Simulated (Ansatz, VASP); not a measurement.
# One calculation of Sc, two programs

```xyz
2
Lattice="3.3748 0.0000 0.0000 -1.6874 2.9227 0.0000 0.0000 0.0000 5.4380" Properties=species:S:1:pos:R:3 pbc="T T T"
Sc    0.0000    1.9484    1.3595
Sc    1.6874    0.9742    4.0785
```

Alike in both runs: task single point; functional PBE; k mesh 15 × 15 × 10; occupations gaussian, width 0.15 eV; no spin polarisation.

```csv
,VASP,Ansatz
version,VASP 6.6.1,Ansatz 0.2.0
potentials or method,"VASP PAW PBE potentials, release 64 (Sc_sv), cutoff 520 eV","scalar-relativistic, plane waves, PAW"
valence electrons in the cell,22,22
```

```tsv
	VASP	Ansatz	Ansatz less VASP
gap on the k mesh at the Fermi level (eV)	none	none	-
pressure (GPa)	-3.8	-3.9	-0.03
traceless stress, the component that is largest in VASP (GPa)	-1.26	-1.26	+0.001
```

A gap of «none» marks a metal or a gap that the smearing closes. The functional is the same, so the differences come from potentials, cutoffs and numerics.
